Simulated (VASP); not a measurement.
# Mn (P6/mmm) in VASP: notebook

Runs on Mn. Level: PBEsol. Tasks: relaxation of cell and atoms, single point.

Program: VASP 6.6.1. These are calculated values, not measurements. Logs are shortened: lines on timing, memory, paths and dates and some standing lists are left out, and cuts for length are marked.

### 1 The cell of the first run

It takes space group P6/mmm (No. 191, hexagonal). Conventional cell: a = 3.850 Å, b = 3.850 Å, c = 2.423 Å, α = 90.00°, β = 90.00°, γ = 120.00°. Mn (site symmetry 6/mmm) has 14 Mn at 2.42 to 2.53 Å within 3.2 Å. Within 2.9 Å of Mn (site symmetry -6m2) lie 11 Mn at 2.22 to 2.53 Å.

### 2 Relaxation of cell and atoms, PBEsol

INCAR reads:

```
SYSTEM = Mn
PREC = Accurate
ENCUT = 600
EDIFF = 1E-6
ISMEAR = 0
SIGMA = 0.1
LREAL = .False.
LASPH = .True.
NELM = 100
ALGO = Normal
ISIF = 3
LWAVE = .False.
LCHARG = .False.
GGA = PS
IBRION = 2
NSW = 100
EDIFFG = -0.01
```

KPOINTS reads:

```
regular mesh
0
Gamma
  15 15 18
  0 0 0
```

POSCAR reads:

```
Mn
1.0
    3.8501080086      0.0000000000      0.0000000000
   -1.9250540043      3.3342913428      0.0000000000
    0.0000000000      0.0000000000      2.4233718159
Mn
3
Direct
    0.0000000000      0.0000000000      0.0000000000
    0.3333333333      0.6666666667      0.5000000000
    0.6666666667      0.3333333333      0.5000000000
```

Potentials or basis: VASP PAW PBE potentials, release 64 (Mn_pv).

The run is started by

```bash
$ cat potpaw_PBE.64/Mn_pv/POTCAR > POTCAR
$ mpirun -np 1 vasp_std > vasp.out
```

OUTCAR:

```text
SYSTEM = Mn
   PREC = Accurate
   ENCUT = 600
   EDIFF = 1E-6
   ISMEAR = 0
   LREAL = .False.
   LASPH = .True.
   NELM = 100
   ISIF = 3
   GGA = PS
   IBRION = 2
   NSW = 100
   EDIFFG = -0.01

 ion  position               nearest neighbor table
   1  0.000  0.000  0.000-   2 2.53   3 2.53   2 2.53   3 2.53   3 2.53   3 2.53   2 2.53   2 2.53
                             3 2.53   3 2.53   2 2.53   2 2.53
   2  0.333  0.667  0.500-   3 2.22   3 2.22   3 2.22   1 2.53   1 2.53   1 2.53   1 2.53   1 2.53
                             1 2.53
   3  0.667  0.333  0.500-   2 2.22   2 2.22   2 2.22   1 2.53   1 2.53   1 2.53   1 2.53   1 2.53
                             1 2.53

  LATTYP: Found a hexagonal cell.
 ALAT       =     3.8501080086
 C/A-ratio  =     0.6294295668

  Lattice vectors:

 A1 = (   3.8501080086,   0.0000000000,   0.0000000000)
 A2 = (  -1.9250540043,   3.3342913428,   0.0000000000)
 A3 = (   0.0000000000,   0.0000000000,   2.4233718159)

Analysis of symmetry for initial positions (statically):
=====================================================================
 Subroutine PRICEL returns:
 Original cell was already a primitive cell.

 Routine SETGRP: Setting up the symmetry group for a
 hexagonal supercell.

 Subroutine GETGRP returns: Found 24 space group operations
 (whereof 24 operations were pure point group operations)
 out of a pool of 24 trial point group operations.

The static configuration has the point symmetry D_6h.

Analysis of symmetry for dynamics (positions and initial velocities):
=====================================================================
 Subroutine PRICEL returns:
 Original cell was already a primitive cell.

 Routine SETGRP: Setting up the symmetry group for a
 hexagonal supercell.

 Subroutine GETGRP returns: Found 24 space group operations
 (whereof 24 operations were pure point group operations)
 out of a pool of 24 trial point group operations.

The dynamic configuration has the point symmetry D_6h.

 Subroutine INISYM returns: Found 24 space group operations
 (whereof 24 operations are pure point group operations),
 and found     1 'primitive' translations

----------------------------------------------------------------------------------------

                                     Primitive cell

  volume of cell :      31.1097

  direct lattice vectors                    reciprocal lattice vectors
     3.850108009  0.000000000  0.000000000     0.259732973  0.149956902  0.000000000
    -1.925054004  3.334291343  0.000000000     0.000000000  0.299913804  0.000000000
     0.000000000  0.000000000  2.423371816     0.000000000  0.000000000  0.412648193

  length of vectors
     3.850108009  3.850108009  2.423371816     0.299913804  0.299913804  0.412648193

  position of ions in fractional coordinates (direct lattice)
     0.000000000  0.000000000  0.000000000
     0.333333333  0.666666667  0.500000000
     0.666666667  0.333333333  0.500000000

  ion indices of the primitive-cell ions
   primitive index   ion index
                 1           1
                 2           2
                 3           3

----------------------------------------------------------------------------------------

 KPOINTS: regular mesh

Automatic generation of k-mesh.
 Grid dimensions read from file:
 generate k-points for:   15   15   18

 Generating k-lattice:

  Cartesian coordinates                     Fractional coordinates (reciprocal lattice)
     0.017315532  0.009997127  0.000000000     0.066666667 -0.000000000  0.000000000
     0.000000000  0.019994254  0.000000000     0.000000000  0.066666667  0.000000000
     0.000000000  0.000000000  0.022924900     0.000000000  0.000000000  0.055555556

  Length of vectors
     0.019994254  0.019994254  0.022924900

  Shift w.r.t. Gamma in fractional coordinates (k-lattice)
     0.000000000  0.000000000  0.000000000

 Subroutine IBZKPT returns following result:
 ===========================================

 Found    270 irreducible k-points:

 Following reciprocal coordinates:
            Coordinates               Weight
  0.000000  0.000000  0.000000      1.000000
  0.066667  0.000000  0.000000      6.000000
  0.133333  0.000000  0.000000      6.000000
  0.200000  0.000000  0.000000      6.000000
  0.266667  0.000000  0.000000      6.000000
  0.333333  0.000000  0.000000      6.000000
[... 16 lines left out ...]
  0.333333  0.200000  0.000000     12.000000
  0.400000  0.200000  0.000000      6.000000
 [... further k-points ...]
   k-points           NKPTS =    270   k-points in BZ     NKDIM =    270   number of bands    NBANDS=     23
   number of dos      NEDOS =    301   number of ions     NIONS =      3
   total plane-waves  NPLWV =  20480
   dimension x,y,z NGX =    32 NGY =   32 NGZ =   20
   dimension x,y,z NGXF=    64 NGYF=   64 NGZF=   40
   ions per type =               3
   NGX,Y,Z   is equivalent  to a cutoff of  13.82, 13.82, 13.72 a.u.
   NGXF,Y,Z  is equivalent  to a cutoff of  27.63, 27.63, 27.44 a.u.
 SYSTEM =  Mn
   PREC   = accura    normal or accurate (medium, high low for compatibility)
   ISTART =      0    job   : 0-new  1-cont  2-samecut
   ICHARG =      2    charge: 1-file 2-atom 10-const
   ISPIN  =      1    spin polarized calculation?
   LNONCOLLINEAR =      F non collinear calculations
   LSORBIT =      F    spin-orbit coupling
   LASPH  =      T    aspherical Exc in radial PAW
   ENCUT  =  600.0 eV  44.10 Ry    6.64 a.u.   7.69  7.69  4.84*2*pi/ulx,y,z
   NELM   =    100;   NELMIN=  2; NELMDL= -5     # of ELM steps
   EDIFF  = 0.1E-05   stopping-criterion for ELM
   LREAL  =      F    real-space projection
   EDIFFG = -.1E-01   stopping-criterion for IOM
   NSW    =    100    number of steps for IOM
   IBRION =      2    ionic relax: 0-MD 1-quasi-New 2-CG
   NFREE  =      1    steps in history (QN), initial steepest desc. (CG)
   ISIF   =      3    stress and relaxation
   ISYM   =      2    0-nonsym 1-usesym 2-fastsym
   POTIM  = 0.5000    time-step for ionic-motion
   TEBEG  =    0.0;   TEEND  =   0.0 temperature during run
   PSTRESS=    0.0 pullay stress
   NELECT =      39.0000    total number of electrons
   NUPDOWN=      -1.0000    fix difference up-down
   EMIN   =  10.00;   EMAX   =-10.00  energy-range for DOS
   EFERMI =   0.00;   METHOD = LEGACY
   ISMEAR =     0;   SIGMA  =   0.10  broadening in eV -4-tet -1-fermi 0-gaus
   EFERMI_NEDOS =   21; number of points for ismear=-14 and -15
   IALGO  =     38    algorithm
   IMIX   =      4    mixing-type and parameters
     AMIX     =   0.40;   BMIX     =  1.00
     AMIX_MAG =   1.60;   BMIX_MAG =  1.00
  volume/ion in A,a.u.               =      10.37        69.98
  Fermi-wavevector in a.u.,A,eV,Ry     =   1.765215  3.335772 42.395521  3.115983
  Thomas-Fermi vector in A             =   2.833040
   LORBIT       =      0    0 simple, 1 ext, 2 COOP (PROOUT), +10 PAW based schemes
   GGA     = PS    functional components
   LHFCALC =     F    Hartree Fock is set to
   AEXX    =    0.0000 exact exchange contribution
   IVDW    =     0    specifies the selected vdW correction
   LEPSILON=     F    determine dielectric tensor
   LRPA    =     F    only Hartree local field effects (RPA)
 conjugate gradient relaxation of ions
 non-spin polarized calculation
 Gauss-broadening in eV      SIGMA  =   0.10
  energy-cutoff  :      600.00
  volume of cell :       31.11
 maximum number of plane-waves:      1078
 NGX is ok and might be reduce to    32

--------------------------------------- Ionic step        1  -------------------------------------------

 number of electron      38.9999981 magnetization

 Free energy of the ion-electron system (eV)
  ---------------------------------------------------
  ext. energy  EPLUGINS =         0.00000000
  ---------------------------------------------------
  free energy    TOTEN  =       -28.99154107 eV

  energy without entropy =      -28.97500180  energy(sigma->0) =      -28.98327144

------------------------ aborting loop because EDIFF is reached ----------------------------------------

  FORCE on cell =-STRESS in cart. coord.  units (eV):
  Direction    XX          YY          ZZ          XY          YZ          ZX
  --------------------------------------------------------------------------------------
  -------------------------------------------------------------------------------------
  Total        0.1299173      0.1299173      0.0832809      0.0000000      0.0000000      0.0000000
  in kB        6.6908455      6.6908455      4.2890359      0.0000000      0.0000000      0.0000000
  external PRESSURE =       5.8902423 kB  Pullay stress =       0.0000000 kB

 VOLUME and BASIS-vectors are now :
 -----------------------------------------------------------------------------
  energy-cutoff  :      600.00
  volume of cell :       31.11
      direct lattice vectors                 reciprocal lattice vectors
     3.850108009  0.000000000  0.000000000     0.259732973  0.149956902  0.000000000
    -1.925054004  3.334291343  0.000000000     0.000000000  0.299913804  0.000000000
     0.000000000  0.000000000  2.423371816     0.000000000  0.000000000  0.412648193
[... 38 lines left out ...]
 POSITION                                       TOTAL-FORCE (eV/Angst)
 -----------------------------------------------------------------------------------
      0.00000      0.00000      0.00000        -0.000000     -0.000000      0.000000
     -0.00000      2.22750      1.21331         0.000000     -0.000000      0.000000
      1.92908      1.11375      1.21331        -0.000000      0.000000     -0.000000
 -----------------------------------------------------------------------------------
    total drift:                               -0.000000      0.000000      0.000000

  FREE ENERGIE OF THE ION-ELECTRON SYSTEM (eV)
  ---------------------------------------------------
  free  energy   TOTEN  =       -28.9911181520 eV

  energy  without entropy=      -28.9743939933  energy(sigma->0) =      -28.98275607

--------------------------------------- Ionic step        3  -------------------------------------------

 number of electron      38.9999981 magnetization

 Free energy of the ion-electron system (eV)
  ---------------------------------------------------
  ext. energy  EPLUGINS =         0.00000000
  ---------------------------------------------------
  free energy    TOTEN  =       -28.99160792 eV

  energy without entropy =      -28.97501728  energy(sigma->0) =      -28.98331260

 E-fermi :  10.7315     XC(G=0): -14.3834

 val. band max:       10.7313150291   @ k =   0.2000   0.2000   0.3889
 cond. band min:      10.7332236778   @ k =   0.1333   0.1333   0.1111
 fundamental gap:      0.0019086487
 Fermi energy:        10.7314641765

 k-point     1 :       0.0000    0.0000    0.0000
  band No.  band energies     occupation
      1     -37.3972      2.00000
      2     -37.3972      2.00000
      3     -37.0248      2.00000
      4     -37.0248      2.00000
      5     -36.8868      2.00000
      6     -36.6739      2.00000
[... 15 lines left out ...]
     22      10.7453      0.84524
     23      10.7453      0.84523
[... 575 lines left out ...]
      1     -37.5178      2.00000
      2     -37.2459      2.00000
      3     -37.0833      2.00000
      4     -36.7705      2.00000
      5     -36.7453      2.00000
      6     -36.7391      2.00000
[... 15 lines left out ...]
     22      11.9465      0.00000
     23      12.2798      0.00000

 [... further k-points ...]
[... 5 lines left out ...]
  --------------------------------------------------------------------------------------
  -------------------------------------------------------------------------------------
  Total        0.0018197      0.0018197     -0.0207699      0.0000000      0.0000000      0.0000000
  in kB        0.0935732      0.0935732     -1.0680482      0.0000000      0.0000000      0.0000000
  external PRESSURE =      -0.2936340 kB  Pullay stress =       0.0000000 kB

 VOLUME and BASIS-vectors are now :
 -----------------------------------------------------------------------------
  energy-cutoff  :      600.00
  volume of cell :       31.16
      direct lattice vectors                 reciprocal lattice vectors
     3.852315935  0.000000000  0.000000000     0.259584109  0.149870955 -0.000000000
    -1.926157967  3.336203463  0.000000000     0.000000000  0.299741911 -0.000000000
     0.000000000  0.000000000  2.424262678    -0.000000000 -0.000000000  0.412496554

 POSITION                                       TOTAL-FORCE (eV/Angst)
 -----------------------------------------------------------------------------------
      0.00000      0.00000      0.00000         0.000000     -0.000000      0.000000
     -0.00000      2.22414      1.21213        -0.000000      0.000000      0.000000
      1.92616      1.11207      1.21213        -0.000000     -0.000000     -0.000000
 -----------------------------------------------------------------------------------
    total drift:                               -0.000000      0.000000      0.000000

  FREE ENERGIE OF THE ION-ELECTRON SYSTEM (eV)
  ---------------------------------------------------
  free  energy   TOTEN  =       -28.9916079193 eV

  energy  without entropy=      -28.9750172799  energy(sigma->0) =      -28.98331260

 reached required accuracy - stopping structural energy minimisation
```

It took 3.5 min on 1 thread of Intel Xeon Platinum 8488C (Sapphire Rapids), shared host; peak memory 0.3 GiB.

Results:

| Item | Value |
| --- | --- |
| Free energy | -28.9916 eV |
| Relaxed volume | 10.39 Å³/atom |
| Relaxed cell | a = 3.852 Å, b = 3.852 Å, c = 2.424 Å, α = 90.00°, β = 90.00°, γ = 120.00° |
| Space group after relaxing (to 0.05 Å) | P6/mmm (No. 191) |
| Energy gained by relaxing | 0.0 meV/atom |
| Ionic steps | 3 |
| Pressure after relaxing | 0.0 GPa |

Final structure:
```cif
data_structure
_symmetry_space_group_name_H-M 'P 1'
_symmetry_Int_Tables_number 1
_cell_length_a 3.8523
_cell_length_b 3.8523
_cell_length_c 2.4243
_cell_angle_alpha 90.000
_cell_angle_beta 90.000
_cell_angle_gamma 120.000
_cell_volume 31.16
loop_
_atom_site_label
_atom_site_type_symbol
_atom_site_fract_x
_atom_site_fract_y
_atom_site_fract_z
_atom_site_occupancy
Mn1 Mn 0.00000 0.00000 0.00000 1
Mn2 Mn 0.33333 0.66667 0.50000 1
Mn3 Mn 0.66667 0.33333 0.50000 1
```

Caveat: the PAW data sets were made with another functional, which shifts forces and pressure a little; the run has no spin polarisation, though such a crystal can be magnetic. Spin polarisation is off, so any magnetic state and its effect on volume and gap are missing.

### 3 Single point, PBEsol, collinear spin, ferromagnetic start

This run uses another cell than the first one: it holds 1 atom, not 3.

INCAR reads:

```
ALGO     = Normal         # electronic algorithm
EDIFF    = 1E-6           # SCF threshold, eV
ENCUT    = 520            # plane-wave cutoff, eV
GGA      = PS             # functional
ISIF     = 2              # what is computed and relaxed
ISMEAR   = 0              # smearing method
ISPIN    = 2              # spin polarisation
LASPH    = True           # aspherical terms in the spheres
LCHARG   = False          # write CHGCAR
LMAXMIX  = 4              # l up to which the mixer works
LORBIT   = 11             # projections on sites
LREAL    = False          # projectors in reciprocal space
LWAVE    = False          # write WAVECAR
MAGMOM   = 2.06           # initial moments
NBANDS   = 16             # bands
NELM     = 150            # most SCF steps
PREC     = Accurate       # precision mode
SIGMA    = 0.1            # smearing width, eV
```

KPOINTS reads:

```
k-points
0
Gamma
  9 9 8
```

POSCAR reads:

```
Mn
1.0
    2.4509073916      0.0000000000      0.0000000000
   -1.2254536958      2.1225480635      0.0000000000
    0.0000000000      0.0000000000      2.1060782480
Mn
1
Direct
    0.0000000000      0.0000000000      0.0000000000
```

Potentials or basis: VASP PAW PBE potentials, release 64 (Mn_pv).

The run is started by

```bash
$ cat potpaw_PBE.64/Mn_pv/POTCAR > POTCAR
$ mpirun -np 1 vasp_std > vasp.out
```

It took 12 s on 1 thread of Intel Xeon Platinum 8375C at 2.90GHz (Ice Lake), shared host; peak memory 0.13 GiB.

The run converged. Its results:

- Free energy: -9.1235 eV
- Pressure: 0.4 GPa
- Net moment: 0.00 μB per cell
- Valence electrons inside the program's atomic spheres: Mn 12.10

Stress tensor (GPa, compression positive):
```
-0.02  0.00  0.00
 0.00 -0.02  0.00
 0.00  0.00  1.26
```

Levels at points of the mesh, in eV from the Fermi level:
Spin up:
```tsv
k point	band 4	band 5	band 6	band 7	band 8	band 9	band 10	band 11
(0.00, 0.00, 0.00)	-8.40	-4.11	-1.31	-1.31	2.06	2.06	19.83	24.63
(0.00, 0.00, 0.50)	-3.23	-0.76	-0.76	-0.48	-0.48	-0.26	8.77	26.15
```
Spin down:
```csv
k point,band 4,band 5,band 6,band 7,band 8,band 9,band 10,band 11
"(0.00, 0.00, 0.00)",-8.40,-4.11,-1.31,-1.31,2.06,2.06,19.83,24.63
"(0.00, 0.00, 0.50)",-3.23,-0.76,-0.76,-0.48,-0.48,-0.26,8.77,26.15
```

Caveat: the k points lie up to 0.37 Å⁻¹ apart; the starting moments collapsed, and a magnetic state may lie lower; the PAW data sets were made with another functional, which shifts forces and pressure a little.

(Continued in part 2 of 2.)
